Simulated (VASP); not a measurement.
# Ba2Tl5V3O12 (R-3m) in VASP: single point with PBE+U

Aim: the single point of Ba2Tl5V3O12 with PBE+U.

All numbers are computed with VASP 6.6.1; they aren't measurements. Logs are shortened: lines on timing, memory, paths and dates and some standing lists are left out, and cuts for length are marked.

**1. The cell of the first run**

It takes space group R-3m (No. 166, trigonal). Conventional cell: a = 8.474 Å, b = 8.474 Å, c = 18.385 Å, α = 90.00°, β = 90.00°, γ = 120.00°. Within 4.5 Å of Ba (site symmetry -3m) lie 12 O at 3.23 Å and 6 V at 3.92 Å and 8 Tl at 4.24 to 4.42 Å. Ba (site symmetry -3m) has 12 O at 3.22 Å and 6 Tl at 3.92 Å and 6 V at 4.24 Å within 4.3 Å. Within 2.4 Å of V (site symmetry 2/m) lie 4 O at 1.82 Å. Tl (site symmetry 2/m) has 4 O at 2.36 Å and 2 Tl at 2.98 Å within 3.1 Å. Within 3.8 Å of Tl (site symmetry 3m) lie 3 V at 2.80 Å and 12 O at 2.84 to 3.77 Å and 3 Tl at 2.98 Å. Within 2.4 Å of O (site symmetry 1) lie 1 V at 1.82 Å and 1 Tl at 2.36 Å.

**2. Single point, PBE+U, collinear spin, ferromagnetic start**

Input file INCAR:

```
PREC = Accurate ; ENCUT = 600
EDIFF = 1E-6 ; ISMEAR = -1
SIGMA = 0.05 ; LREAL = F
LASPH = T ; NELM = 200
ALGO = Normal ; ISIF = 2
LWAVE = F ; LCHARG = T
ISPIN = 2 ; MAGMOM = 0 0 2 2 2 0 0 0 0 0 0 0 0 0 0 0 0 0 0 0 0 0
LORBIT = 11 ; LMAXMIX = 4
LDAU = T ; LDAUTYPE = 2
LDAUL = -1 2 -1 -1 ; LDAUU = 0 8 0 0
LDAUJ = 0 0 0 0 ; LDAUPRINT = 1
GGA = PE ; LVHAR = T
NBANDS = 119 ; GGA_COMPAT = F
KPAR = 4
```

Input file KPOINTS:

```
regular mesh
0
Gamma
  4 4 4
```

Input file POSCAR:

```
Ba2Tl5V3O12
1.0
    4.2369800000      2.4462200000      6.1284000000
   -4.2369800000      2.4462200000      6.1284000000
    0.0000000000     -4.8924400000      6.1284000000
Ba V Tl O
2 3 5 12
Direct
    0.5000000000      0.5000000000      0.5000000000
    0.0000000000      0.0000000000      0.0000000000
    0.5000000000      0.5000000000      0.0000000000
    0.0000000000      0.5000000000      0.5000000000
    0.5000000000      0.0000000000      0.5000000000
    0.0000000000      0.0000000000      0.5000000000
    0.5000000000      0.0000000000      0.0000000000
    0.0000000000      0.5000000000      0.0000000000
    0.7404500000      0.7404500000      0.7404500000
    0.2595500000      0.2595500000      0.2595500000
    0.7165200000      0.0808900000      0.4124200000
    0.4124200000      0.7165200000      0.0808900000
    0.0808900000      0.4124200000      0.7165200000
    0.5875700000      0.9191100000      0.2834800000
    0.9191100000      0.2834800000      0.5875700000
    0.2834800000      0.5875700000      0.9191100000
    0.2834800000      0.9191100000      0.5875700000
    0.5875700000      0.2834800000      0.9191100000
    0.9191100000      0.5875700000      0.2834800000
    0.4124200000      0.0808900000      0.7165200000
    0.0808900000      0.7165200000      0.4124200000
    0.7165200000      0.4124200000      0.0808900000
```

Potentials or basis: VASP PAW PBE potentials, release 64 (Ba_sv, V_sv, Tl_d, O).

Command:

```console
cat potpaw_PBE.64/Ba_sv/POTCAR potpaw_PBE.64/V_sv/POTCAR potpaw_PBE.64/Tl_d/POTCAR potpaw_PBE.64/O/POTCAR > POTCAR
mpirun -np 4 vasp_std > vasp.out
```

OUTCAR:

```text
PREC = Accurate
   ENCUT = 600
   EDIFF = 1E-6
   ISMEAR = -1
   LREAL = F
   LASPH = T
   NELM = 200
   ISIF = 2
   ISPIN = 2
   LORBIT = 11
   GGA = PE

 ion  position               nearest neighbor table
   1  0.500  0.500  0.500-  16 3.23  18 3.23  14 3.23  19 3.23  15 3.23  17 3.23  12 3.23  22 3.23
                            20 3.23  13 3.23  21 3.23  11 3.23   7 4.24   8 4.24   7 4.24   8 4.24
   2  0.000  0.000  0.000-  13 3.22  20 3.22  11 3.22  21 3.22  12 3.22  22 3.22  19 3.22  14 3.22
                            15 3.22  17 3.22  16 3.22  18 3.22   6 3.92   6 3.92   8 3.92   7 3.92
   3  0.500  0.500  0.000-  12 1.82  22 1.82  18 1.82  16 1.82   9 2.80  10 2.80
   4  0.000  0.500  0.500-  21 1.82  13 1.82  15 1.82  19 1.82   9 2.80  10 2.80
   5  0.500  0.000  0.500-  11 1.82  20 1.82  17 1.82  14 1.82   9 2.80  10 2.80
   6  0.000  0.000  0.500-  15 2.36  17 2.36  11 2.36  21 2.36   9 2.98  10 2.98   2 3.92   2 3.92
                             1 4.24   1 4.24
   7  0.500  0.000  0.000-  14 2.36  18 2.36  20 2.36  12 2.36   9 2.98  10 2.98   2 3.92   2 3.92
                             1 4.24   1 4.24
   8  0.000  0.500  0.000-  19 2.36  16 2.36  13 2.36  22 2.36   9 2.98  10 2.98   2 3.92   2 3.92
                             1 4.24   1 4.24
   9  0.740  0.740  0.740-   3 2.80   4 2.80   5 2.80  12 2.84  22 2.84  21 2.84  11 2.84  13 2.84
                            20 2.84   6 2.98   7 2.98   8 2.98   1 4.42
  10  0.260  0.260  0.260-   3 2.80   4 2.80   5 2.80  16 2.84  18 2.84  17 2.84  15 2.84  14 2.84
                            19 2.84   6 2.98   7 2.98   8 2.98   1 4.42
  11  0.717  0.081  0.412-   5 1.82   6 2.36   9 2.84   2 3.22   1 3.23
  12  0.412  0.717  0.081-   3 1.82   7 2.36   9 2.84   2 3.22   1 3.23
  13  0.081  0.412  0.717-   4 1.82   8 2.36   9 2.84   2 3.22   1 3.23
  14  0.588  0.919  0.283-   5 1.82   7 2.36  10 2.84   2 3.22   1 3.23
  15  0.919  0.283  0.588-   4 1.82   6 2.36  10 2.84   2 3.22   1 3.23
  16  0.283  0.588  0.919-   3 1.82   8 2.36  10 2.84   2 3.22   1 3.23
  17  0.283  0.919  0.588-   5 1.82   6 2.36  10 2.84   2 3.22   1 3.23
  18  0.588  0.283  0.919-   3 1.82   7 2.36  10 2.84   2 3.22   1 3.23
  19  0.919  0.588  0.283-   4 1.82   8 2.36  10 2.84   2 3.22   1 3.23
  20  0.412  0.081  0.717-   5 1.82   7 2.36   9 2.84   2 3.22   1 3.23
  21  0.081  0.717  0.412-   4 1.82   6 2.36   9 2.84   2 3.22   1 3.23
  22  0.717  0.412  0.081-   3 1.82   8 2.36   9 2.84   2 3.22   1 3.23

  LATTYP: Found a trigonal (rhomboedric) cell.
 ALAT       =     7.8417650034
 COS(alpha) =     0.4161313237

  Lattice vectors:

 A1 = (   4.2369800000,   2.4462200000,   6.1284000000)
 A2 = (  -4.2369800000,   2.4462200000,   6.1284000000)
 A3 = (   0.0000000000,  -4.8924400000,   6.1284000000)

Analysis of symmetry for initial positions (statically):
=====================================================================
[... 318 lines left out ...]

 E-fermi :   3.9901     XC(G=0):  -9.9753

 val. band max:        3.9592524154   @ k =   0.2500   0.2500  -0.0000
 cond. band min:       3.9965656049   @ k =   0.2500   0.0000  -0.0000
 fundamental gap:      0.0373131895
 Fermi energy:         3.9900949600

 spin component 1

 k-point     1 :       0.0000    0.0000    0.0000
  band No.  band energies     occupation
      1     -61.7600      1.00000
      2     -61.7599      1.00000
      3     -61.7599      1.00000
      4     -35.7670      1.00000
      5     -35.7666      1.00000
      6     -35.7666      1.00000
[... 1458 lines left out ...]
    109       7.1641      0.00000
    110       7.2721      0.00000
 Fermi energy:         3.9900949600

 spin component 2

 k-point     1 :       0.0000    0.0000    0.0000
  band No.  band energies     occupation
      1     -62.6364      1.00000
      2     -62.6363      1.00000
      3     -62.6363      1.00000
      4     -36.5403      1.00000
      5     -36.5380      1.00000
      6     -36.5380      1.00000
[... 1458 lines left out ...]
    109       6.4962      0.00000
    110       6.7917      0.00000
 [bands above 110 left out]

------------------------ aborting loop because EDIFF is reached ----------------------------------------

  FORCE on cell =-STRESS in cart. coord.  units (eV):
  Direction    XX          YY          ZZ          XY          YZ          ZX
  --------------------------------------------------------------------------------------
  -------------------------------------------------------------------------------------
  Total        8.9459589      8.9459476     13.9754010      0.0000000      0.0000000      0.0000000
  in kB       37.6086030     37.6085555     58.7522604      0.0000000      0.0000000      0.0000000
  external PRESSURE =      44.6564730 kB  Pullay stress =       0.0000000 kB

 VOLUME and BASIS-vectors are now :
 -----------------------------------------------------------------------------
  energy-cutoff  :      600.00
  volume of cell :      381.11
      direct lattice vectors                 reciprocal lattice vectors
     4.236980000  2.446220000  6.128400000     0.118008582  0.068132329  0.054391576
    -4.236980000  2.446220000  6.128400000    -0.118008582  0.068132329  0.054391576
     0.000000000 -4.892440000  6.128400000     0.000000000 -0.136264659  0.054391576

 POSITION                                       TOTAL-FORCE (eV/Angst)
 -----------------------------------------------------------------------------------
      0.00000      0.00000      9.19260         0.000000      0.000000      0.000039
      0.00000      0.00000      0.00000         0.000000      0.000000      0.000012
      0.00000      2.44622      6.12840         0.000000     -0.000063     -0.000238
     -2.11849     -1.22311      6.12840         0.000055      0.000032     -0.000238
      2.11849     -1.22311      6.12840        -0.000055      0.000032     -0.000238
      0.00000     -2.44622      3.06420         0.000000      0.000000     -0.000073
[... 14 lines left out ...]
     -2.69315     -0.06710      7.41432        -0.559464      0.748442      1.006851
      1.28847      2.36589      7.41432         0.927902      0.110289      1.006851
 -----------------------------------------------------------------------------------
    total drift:                               -0.000000      0.000000      0.000041

  FREE ENERGIE OF THE ION-ELECTRON SYSTEM (eV)
  ---------------------------------------------------
  free  energy   TOTEN  =      -107.8413044541 eV

  energy  without entropy=     -107.8017869864  energy(sigma->0) =     -107.82154572

 total charge

# of ion       s       p       d       tot
------------------------------------------
    1        1.987   5.618   0.138   7.743
    2        1.987   5.617   0.139   7.742
    3        2.346   6.400   2.799  11.545
    4        2.346   6.400   2.799  11.545
    5        2.346   6.400   2.799  11.545
    6        0.978   0.393   9.748  11.119
[... 14 lines left out ...]
   21        1.581   3.375   0.000   4.955
   22        1.581   3.375   0.000   4.955
--------------------------------------------------
tot         35.252  73.033  57.270 165.555

 magnetization (x)

# of ion       s       p       d       tot
------------------------------------------
    1        0.000   0.000   0.002   0.002
    2        0.000   0.002   0.003   0.005
    3       -0.042  -0.008  -0.849  -0.898
    4       -0.042  -0.008  -0.849  -0.898
    5       -0.042  -0.008  -0.849  -0.898
    6       -0.001   0.011   0.005   0.015
[... 14 lines left out ...]
   21        0.001   0.066   0.000   0.067
   22        0.001   0.066   0.000   0.067
--------------------------------------------------
tot         -0.092   0.864  -2.555  -1.782
```

OSZICAR:

```text
N       E                     dE             d eps       ncg     rms          rms(c)
DAV:   1     0.206732045811E+04    0.20673E+04   -0.11531E+05  6324   0.181E+03
DAV:   2     0.554909671953E+02   -0.20118E+04   -0.19318E+04  6794   0.455E+02
DAV:   3    -0.150616222762E+03   -0.20611E+03   -0.20172E+03  7584   0.140E+02
[... 20 lines left out ...]
DAV:  24    -0.107841277988E+03   -0.23685E-04   -0.36130E-05  6617   0.283E-02    0.106E-02
DAV:  25    -0.107841290283E+03   -0.12294E-04   -0.20414E-05  6241   0.180E-02    0.756E-03
DAV:  26    -0.107841300152E+03   -0.98690E-05   -0.28113E-05  6776   0.217E-02    0.732E-03
DAV:  27    -0.107841303456E+03   -0.33049E-05   -0.85763E-06  5248   0.944E-03    0.493E-03
DAV:  28    -0.107841304454E+03   -0.99765E-06   -0.22618E-06  5312   0.651E-03
   1 F= -.10784130E+03 E0= -.10782155E+03  d E =-.395175E-01  mag=    -1.6232
```

Wall time 17 min (4 MPI ranks of Intel Xeon 6975P-C (Granite Rapids), shared host); peak memory 1.5 GiB.

What came out:

* Free energy: -107.8413 eV
* Pressure: 4.5 GPa
* Largest force: 1.374 eV/Å
* Net moment: -1.62 μB per cell
* Site moments: Ba +0.00, +0.01; V -0.90; Tl +0.01, +0.03 (each value once); O +0.07 μB
* Valence electrons inside the program's atomic spheres: Ba 7.74; V 11.54; Tl 11.12, 11.31 (each value once); O 4.96

Forces on the atoms (eV/Å):
```
Ba   0.000  0.000  0.000
Ba   0.000  0.000  0.000
V    0.000  0.000  0.000
V    0.000  0.000  0.000
V    0.000  0.000  0.000
Tl   0.000  0.000  0.000
Tl   0.000  0.000  0.000
Tl   0.000  0.000  0.000
Tl   0.000  0.000  0.597
Tl   0.000  0.000 -0.597
O    0.559  0.748  1.007
O   -0.928  0.110  1.007
O    0.368 -0.859  1.007
O    0.369  0.859 -1.007
O    0.559 -0.749 -1.007
O   -0.928 -0.110 -1.007
O   -0.559 -0.749 -1.007
O    0.928 -0.110 -1.007
O   -0.369  0.859 -1.007
O   -0.368 -0.859  1.007
O   -0.559  0.748  1.007
O    0.928  0.110  1.007
```

Stress tensor (GPa, compression positive):
```
3.76 0.00 0.00
0.00 3.76 0.00
0.00 0.00 5.88
```

Eigenvalues of the final occupation matrices:
```csv
site,spin,trace,eigenvalues
site 3 d,1,0.99,0.12 0.13 0.14 0.17 0.43
site 3 d,2,1.84,0.16 0.17 0.19 0.48 0.84
site 4 d,1,0.99,0.12 0.13 0.14 0.17 0.43
site 4 d,2,1.84,0.16 0.17 0.19 0.48 0.84
site 5 d,1,0.99,0.12 0.13 0.14 0.17 0.43
site 5 d,2,1.84,0.16 0.17 0.19 0.48 0.84
```

Caveat: the cell stands under pressure; spin-orbit coupling is left out, which moves the levels of the heavy elements; forces of over 1 eV/Å act on the atoms, so gaps and moduli don't describe the material at rest.
